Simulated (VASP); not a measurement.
# KF (Fm-3m) in VASP: a series of runs

Runs on KF. Level: r2SCAN+D4. Tasks: single point.

Everything below comes from runs of VASP 6.6.1. Logs are shortened: lines on timing, memory, paths and dates and some standing lists are left out, and cuts for length are marked.

**1. The cell of the first run**

Symmetry: Fm-3m, No. 225, cubic system. Conventional cell: a = 5.347 Å, b = 5.347 Å, c = 5.347 Å, α = 90.00°, β = 90.00°, γ = 90.00°. K (site symmetry m-3m) has 6 F at 2.67 Å within 3.5 Å. Within 3.5 Å of F (site symmetry m-3m) lie 6 K at 2.67 Å.

**2. Single point, r2SCAN+D4**

The input, POSCAR:

```
KF
1.0
    0.0000000000      2.6734993184      2.6734993184
    2.6734993184      0.0000000000      2.6734993184
    2.6734993184      2.6734993184      0.0000000000
K F
1 1
Direct
    0.0000000000      0.0000000000      0.0000000000
    0.5000000000      0.5000000000      0.5000000000
```

The input, INCAR.step1:

```
SYSTEM = KF
PREC = Accurate
ENCUT = 520
ISMEAR = 0
SIGMA = 0.05
LREAL = .False.
LASPH = .True.
NELM = 60
NBANDS = 15
GGA = PE
ALGO = Normal
EDIFF = 1E-4
LWAVE = .True.
LCHARG = .False.
```

The input, INCAR.step2:

```
SYSTEM = KF
PREC = Accurate
ENCUT = 520
EDIFF = 1E-6
ISMEAR = 0
SIGMA = 0.05
LREAL = .False.
LASPH = .True.
NELM = 60
ALGO = Normal
ISIF = 2
LWAVE = .False.
LCHARG = .True.
METAGGA = R2SCAN
LMIXTAU = .True.
IVDW = 13
VDW_S6 = 1.0
VDW_S8 = 0.6018749
VDW_A1 = 0.51559235
VDW_A2 = 5.77342911
LELF = .True.
LVHAR = .True.
NBANDS = 15
ISTART = 1
```

The input, KPOINTS:

```
regular mesh
0
Gamma
  8 8 8
  0 0 0
```

Potentials or basis: VASP PAW PBE potentials, release 64 (K_sv, F).

Started as:

```console
$ cat potpaw_PBE.64/K_sv/POTCAR potpaw_PBE.64/F/POTCAR > POTCAR
$ cp INCAR.step1 INCAR
$ mpirun -np 1 vasp_std > vasp.out
$ cp INCAR.step2 INCAR
$ mpirun -np 1 vasp_std > vasp.out
```

OUTCAR:

```text
SYSTEM = KF
   PREC = Accurate
   ENCUT = 520
   EDIFF = 1E-6
   ISMEAR = 0
   LREAL = .False.
   LASPH = .True.
   NELM = 60
   ISIF = 2
   METAGGA = R2SCAN
   IVDW = 13
   ISTART = 1

 ion  position               nearest neighbor table
   1  0.000  0.000  0.000-   2 2.67   2 2.67   2 2.67   2 2.67   2 2.67   2 2.67
   2  0.500  0.500  0.500-   1 2.67   1 2.67   1 2.67   1 2.67   1 2.67   1 2.67

  LATTYP: Found a face centered cubic cell.
 ALAT       =     5.3469986368

  Lattice vectors:

 A1 = (   0.0000000000,   2.6734993184,   2.6734993184)
 A2 = (   2.6734993184,   0.0000000000,   2.6734993184)
 A3 = (   2.6734993184,   2.6734993184,   0.0000000000)

Analysis of symmetry for initial positions (statically):
=====================================================================
 Subroutine PRICEL returns:
 Original cell was already a primitive cell.

 Routine SETGRP: Setting up the symmetry group for a
 face centered cubic supercell.

 Subroutine GETGRP returns: Found 48 space group operations
 (whereof 48 operations were pure point group operations)
 out of a pool of 48 trial point group operations.

The static configuration has the point symmetry O_h .

Analysis of symmetry for dynamics (positions and initial velocities):
=====================================================================
 Subroutine PRICEL returns:
 Original cell was already a primitive cell.

 Routine SETGRP: Setting up the symmetry group for a
 face centered cubic supercell.

 Subroutine GETGRP returns: Found 48 space group operations
 (whereof 48 operations were pure point group operations)
 out of a pool of 48 trial point group operations.

The dynamic configuration has the point symmetry O_h .

 Subroutine INISYM returns: Found 48 space group operations
 (whereof 48 operations are pure point group operations),
 and found     1 'primitive' translations

----------------------------------------------------------------------------------------

                                     Primitive cell

  volume of cell :      38.2182

  direct lattice vectors                    reciprocal lattice vectors
     0.000000000  2.673499318  2.673499318    -0.187020807  0.187020807  0.187020807
     2.673499318  0.000000000  2.673499318     0.187020807 -0.187020807  0.187020807
     2.673499318  2.673499318  0.000000000     0.187020807  0.187020807 -0.187020807

  length of vectors
     3.780898995  3.780898995  3.780898995     0.323929540  0.323929540  0.323929540

  position of ions in fractional coordinates (direct lattice)
     0.000000000  0.000000000  0.000000000
     0.500000000  0.500000000  0.500000000

  ion indices of the primitive-cell ions
   primitive index   ion index
                 1           1
                 2           2

----------------------------------------------------------------------------------------

 KPOINTS: regular mesh

Automatic generation of k-mesh.
 Grid dimensions read from file:
 generate k-points for:    8    8    8

 Generating k-lattice:

  Cartesian coordinates                     Fractional coordinates (reciprocal lattice)
    -0.023377601  0.023377601  0.023377601     0.125000000  0.000000000  0.000000000
     0.023377601 -0.023377601  0.023377601     0.000000000  0.125000000  0.000000000
     0.023377601  0.023377601 -0.023377601     0.000000000  0.000000000  0.125000000

  Length of vectors
     0.040491192  0.040491192  0.040491192

  Shift w.r.t. Gamma in fractional coordinates (k-lattice)
     0.000000000  0.000000000  0.000000000

 Subroutine IBZKPT returns following result:
 ===========================================

 Found     29 irreducible k-points:

 Following reciprocal coordinates:
            Coordinates               Weight
  0.000000  0.000000  0.000000      1.000000
  0.125000  0.000000  0.000000      8.000000
  0.250000  0.000000  0.000000      8.000000
  0.375000  0.000000  0.000000      8.000000
  0.500000  0.000000  0.000000      4.000000
  0.125000  0.125000  0.000000      6.000000
[... 16 lines left out ...]
  0.500000  0.250000  0.125000     48.000000
 -0.375000  0.250000  0.125000     24.000000
 [... further k-points ...]
   k-points           NKPTS =     29   k-points in BZ     NKDIM =     29   number of bands    NBANDS=     15
   number of dos      NEDOS =    301   number of ions     NIONS =      2
   total plane-waves  NPLWV =  21952
   dimension x,y,z NGX =    28 NGY =   28 NGZ =   28
   dimension x,y,z NGXF=    56 NGYF=   56 NGZF=   56
   ions per type =               1   1
   NGX,Y,Z   is equivalent  to a cutoff of  12.31, 12.31, 12.31 a.u.
   NGXF,Y,Z  is equivalent  to a cutoff of  24.62, 24.62, 24.62 a.u.
 SYSTEM =  KF
   PREC   = accura    normal or accurate (medium, high low for compatibility)
   ISTART =      1    job   : 0-new  1-cont  2-samecut
   ICHARG =      0    charge: 1-file 2-atom 10-const
   ISPIN  =      1    spin polarized calculation?
   LNONCOLLINEAR =      F non collinear calculations
   LSORBIT =      F    spin-orbit coupling
   LASPH  =      T    aspherical Exc in radial PAW
   ENCUT  =  520.0 eV  38.22 Ry    6.18 a.u.   7.03  7.03  7.03*2*pi/ulx,y,z
   NELM   =     60;   NELMIN=  2; NELMDL=  0     # of ELM steps
   EDIFF  = 0.1E-05   stopping-criterion for ELM
   LREAL  =      F    real-space projection
   EDIFFG = 0.1E-04   stopping-criterion for IOM
   NSW    =      0    number of steps for IOM
   IBRION =     -1    ionic relax: 0-MD 1-quasi-New 2-CG
   NFREE  =      0    steps in history (QN), initial steepest desc. (CG)
   ISIF   =      2    stress and relaxation
   ISYM   =      2    0-nonsym 1-usesym 2-fastsym
   POTIM  = 0.5000    time-step for ionic-motion
   TEBEG  =    0.0;   TEEND  =   0.0 temperature during run
   PSTRESS=    0.0 pullay stress
   NELECT =      16.0000    total number of electrons
   NUPDOWN=      -1.0000    fix difference up-down
   EMIN   =  10.00;   EMAX   =-10.00  energy-range for DOS
   EFERMI =   0.00;   METHOD = LEGACY
   ISMEAR =     0;   SIGMA  =   0.05  broadening in eV -4-tet -1-fermi 0-gaus
   EFERMI_NEDOS =   21; number of points for ismear=-14 and -15
   IALGO  =     38    algorithm
   IMIX   =      4    mixing-type and parameters
     AMIX     =   0.40;   BMIX     =  1.00
     AMIX_MAG =   1.60;   BMIX_MAG =  1.00
  volume/ion in A,a.u.               =      19.11       128.95
  Fermi-wavevector in a.u.,A,eV,Ry     =   1.224686  2.314321 20.406777  1.499856
  Thomas-Fermi vector in A             =   2.359751
   LORBIT       =      0    0 simple, 1 ext, 2 COOP (PROOUT), +10 PAW based schemes
   METAGGA = R2SCAN    functional components
   LHFCALC =     F    Hartree Fock is set to
   AEXX    =    0.0000 exact exchange contribution
   IVDW    =    13    specifies the selected vdW correction
   LEPSILON=     F    determine dielectric tensor
   LRPA    =     F    only Hartree local field effects (RPA)
 non-spin polarized calculation
 Gauss-broadening in eV      SIGMA  =   0.05
  energy-cutoff  :      520.00
  volume of cell :       38.22
 maximum number of plane-waves:      1056
   NGX = 13   NGY = 13   NGZ = 13

 number of electron      16.0000001 magnetization

 Free energy of the ion-electron system (eV)
  ---------------------------------------------------
  ext. energy  EPLUGINS =         0.00000000
  ---------------------------------------------------
  free energy    TOTEN  =       -14.97263980 eV

  energy without entropy =      -14.97263980  energy(sigma->0) =      -14.97263980

 E-fermi :  -3.1419     XC(G=0):  -8.8893

 val. band max:       -3.3543174591   @ k =   0.0000   0.0000   0.0000
 cond. band min:       3.4654217955   @ k =   0.0000   0.0000   0.0000
 fundamental gap:      6.8197392546
 Fermi energy:        -3.1419106410

 k-point     1 :       0.0000    0.0000    0.0000
  band No.  band energies     occupation
      1     -30.4833      2.00000
      2     -23.1422      2.00000
      3     -12.9702      2.00000
      4     -12.9702      2.00000
      5     -12.9702      2.00000
      6      -3.3543      2.00000
      7      -3.3543      2.00000
      8      -3.3543      2.00000
      9       3.4654      0.00000
     10       8.0936      0.00000
     11       8.0936      0.00000
     12       8.0936      0.00000
     13       9.9519      0.00000
     14       9.9519      0.00000
     15      13.8225      0.00000

 k-point     2 :       0.1250    0.0000    0.0000
  band No.  band energies     occupation
      1     -30.4697      2.00000
      2     -23.1553      2.00000
      3     -13.0107      2.00000
      4     -12.9755      2.00000
      5     -12.9754      2.00000
      6      -3.4865      2.00000
      7      -3.4049      2.00000
      8      -3.4049      2.00000
      9       3.8968      0.00000
     10       7.7931      0.00000
     11       8.3097      0.00000
     12       8.3097      0.00000
     13      10.0970      0.00000
     14      10.0970      0.00000
     15      14.6423      0.00000

 k-point     3 :       0.2500    0.0000    0.0000
  band No.  band energies     occupation
      1     -30.4366      2.00000
      2     -23.1854      2.00000
      3     -13.1077      2.00000
      4     -12.9879      2.00000
      5     -12.9879      2.00000
      6      -3.7706      2.00000
      7      -3.5245      2.00000
      8      -3.5245      2.00000
      9       4.9742      0.00000
     10       7.3856      0.00000
     11       8.8493      0.00000
     12       8.8494      0.00000
     13      10.5462      0.00000
     14      10.5462      0.00000
     15      15.9138      0.00000
[... 343 lines left out ...]
 k-point    23 :       0.5000    0.2500    0.1250
  band No.  band energies     occupation
      1     -30.3886      2.00000
      2     -23.2025      2.00000
      3     -13.2423      2.00000
      4     -13.1652      2.00000
      5     -13.0334      2.00000
      6      -3.8951      2.00000
      7      -3.6411      2.00000
      8      -3.5074      2.00000
      9       6.4906      0.00000
     10       6.9176      0.00000
     11       9.2700      0.00000
     12      10.0593      0.00000
     13      11.0928      0.00000
     14      12.0578      0.00000
     15      13.9513      0.00000

 k-point    24 :      -0.3750    0.2500    0.1250
  band No.  band energies     occupation
      1     -30.3780      2.00000
      2     -23.2078      2.00000
      3     -13.2857      2.00000
      4     -13.1809      2.00000
      5     -13.0412      2.00000
      6      -3.9011      2.00000
      7      -3.6224      2.00000
      8      -3.5999      2.00000
      9       6.6441      0.00000
     10       7.3459      0.00000
     11       9.2233      0.00000
     12      10.2333      0.00000
     13      11.5778      0.00000
     14      12.5914      0.00000
     15      13.0072      0.00000

 [... further k-points ...]

------------------------ aborting loop because EDIFF is reached ----------------------------------------

  DFT-D4 for vdW energy calculation

  Edisp (eV):   -0.05391

  FORCE on cell =-STRESS in cart. coord.  units (eV):
  Direction    XX          YY          ZZ          XY          YZ          ZX
  --------------------------------------------------------------------------------------
  -------------------------------------------------------------------------------------
  Total      -0.19786    -0.19786    -0.19786     0.00000     0.00000     0.00000
  in kB      -8.29474    -8.29474    -8.29474     0.00000     0.00000     0.00000
  external pressure =       -8.29 kB  Pullay stress =        0.00 kB

 VOLUME and BASIS-vectors are now :
 -----------------------------------------------------------------------------
  energy-cutoff  :      520.00
  volume of cell :       38.22
      direct lattice vectors                 reciprocal lattice vectors
     0.000000000  2.673499318  2.673499318    -0.187020807  0.187020807  0.187020807
     2.673499318  0.000000000  2.673499318     0.187020807 -0.187020807  0.187020807
     2.673499318  2.673499318  0.000000000     0.187020807  0.187020807 -0.187020807

 POSITION                                       TOTAL-FORCE (eV/Angst)
 -----------------------------------------------------------------------------------
      0.00000      0.00000      0.00000        -0.000000      0.000000      0.000000
      2.67350      2.67350      2.67350         0.000000     -0.000000     -0.000000
 -----------------------------------------------------------------------------------
    total drift:                                0.000000      0.000000      0.000000

  FREE ENERGIE OF THE ION-ELECTRON SYSTEM (eV)
  ---------------------------------------------------
  free  energy   TOTEN  =       -15.0265540852 eV

  energy  without entropy=      -15.0265540852  energy(sigma->0) =      -15.02655409
```

It used 95 s of CPU time on 1 thread of AMD EPYC 7R13 Processor (Zen 3), with other jobs on the host.

What came out:

```
Free energy                : -15.0266 eV
Pressure                   : -0.8 GPa
Band gap on the k mesh     : 6.82 eV, direct
Dispersion energy per atom : -0.027 eV
```

Caveat: the PAW data sets were made with another functional, which shifts forces and pressure a little. A k mesh can miss the band edges.

[end of part 1 of 2]
